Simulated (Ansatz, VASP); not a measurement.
SiC in VASP and in Ansatz

```
C Si
1.0
     0.00000    1.84074    1.84074
     1.84074    0.00000    1.84074
     1.84074    1.84074    0.00000
C Si
1 1
Direct
  0.00000 0.00000 0.00000
  0.50000 0.50000 0.50000
```

Alike in both runs: task single point; functional PBEsol; k mesh 20 × 20 × 20; occupations gaussian, width 0.05 eV; no spin polarisation.

```csv
,VASP,Ansatz
version,VASP 6.6.1,Ansatz 0.2.0
potentials or method,"VASP PAW PBE potentials, release 64 (C, Si), cutoff 520 eV","scalar-relativistic, plane waves, PAW"
valence electrons in the cell,8,8
```

```csv
,VASP,Ansatz,Ansatz less VASP
gap on the k mesh at the Fermi level (eV),0.92,0.94,+0.028
least direct gap on the mesh (eV),6.48,6.50,+0.018
```

VASP's potentials were made for PBE, not for PBEsol.
